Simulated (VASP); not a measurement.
Runs of VASP 6.6.1 on RbCl. The structure is that of space group Fm-3m (No. 225), or close to it. The cells are those of the table. 

```csv
task,level,potentials or basis,cell,k mesh,cutoff (eV),smearing,grid for exact exchange (PRECFOCK),screening parameter,gap on the mesh (eV),pressure (GPa),relaxed volume (Å³/atom)
single point,HSE06,"VASP PAW PBE potentials, release 64 (Rb_sv, Cl)","a = 4.675 Å, angles 60.0°, 2 atoms",4 × 4 × 4,400,gaussian 0.01 eV,Normal,0.2079 1/Å,(a),0.3,-
single point,r2SCAN,"VASP PAW PBE potentials, release 64 (Rb_sv, Cl)","a = 4.675 Å, angles 60.0°, 2 atoms",6 × 6 × 6,550,fermi-dirac 0.02 eV,-,-,(b),0.0,-
relaxation of cell and atoms,PBEsol,"VASP PAW PBE potentials, release 64 (Rb_sv, Cl)","relaxed from a = 4.736 Å, angles 60.0°, 2 atoms",6 × 6 × 6,500,fermi-dirac 0.02 eV,-,-,4.89,0.0,35.07
single point,LDA,"VASP PAW LDA potentials, release 64 (Rb_sv, Cl)","a = 4.510 Å, angles 60.0°, 2 atoms",6 × 6 × 6,500,fermi-dirac 0.02 eV,-,-,4.85,0.0,-
relaxation of cell and atoms,LDA,"VASP PAW LDA potentials, release 64 (Rb_sv, Cl)","relaxed from a = 4.736 Å, angles 60.0°, 2 atoms",6 × 6 × 6,500,fermi-dirac 0.02 eV,-,-,4.85,0.0,32.48
```

Alike in all rows: no spin polarisation.

**Question.** Fill in the values left out.

**Answer.** (a) 6.25; (b) 5.56.

Caveats: the PAW data sets were made with another functional, which shifts forces and pressure a little (some runs); the volume moved by -14 % from the deposited cell, more than functionals usually miss (some runs).

A k mesh can miss the band edges, and the runs leave out spin-orbit coupling on Rb.
